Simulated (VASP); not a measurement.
CdS:

```
Cd S
1.0
     0.00000    2.93921    2.88043
     2.93921    0.00000    2.88043
     2.93921    2.93921    0.00000
Cd S
1 1
Direct
  0.00000 0.00000 0.00000
  0.25000 0.25000 0.25000
```

This cell differs from its parent crystal: uniaxial z strain -2.0%.

Base run:

* Program: VASP 6.6.1
* Functional: r2SCAN
* Potentials or basis: VASP PAW PBE potentials, release 64 (Cd, S)
* Cutoff: 520 eV
* k mesh: 8 × 8 × 8
* Occupations: gaussian, width 0.01 eV
* Spin: no spin polarisation

Its results: band gap on the k mesh 1.55 eV; pressure 1.6 GPa.

**Question.** The run is repeated on the same cell with these changes: functional from r2SCAN to PBE; cutoff from 520 eV to 500 eV; k mesh from 8 × 8 × 8 to 4 × 4 × 4. What comes out?

**Answer.** Band gap on the k mesh 1.09 eV; pressure 3.1 GPa.

Several settings changed at once.

Caveats: some runs use coarse meshes; the PAW data sets were made with another functional, which shifts forces and pressure a little (at least some runs).

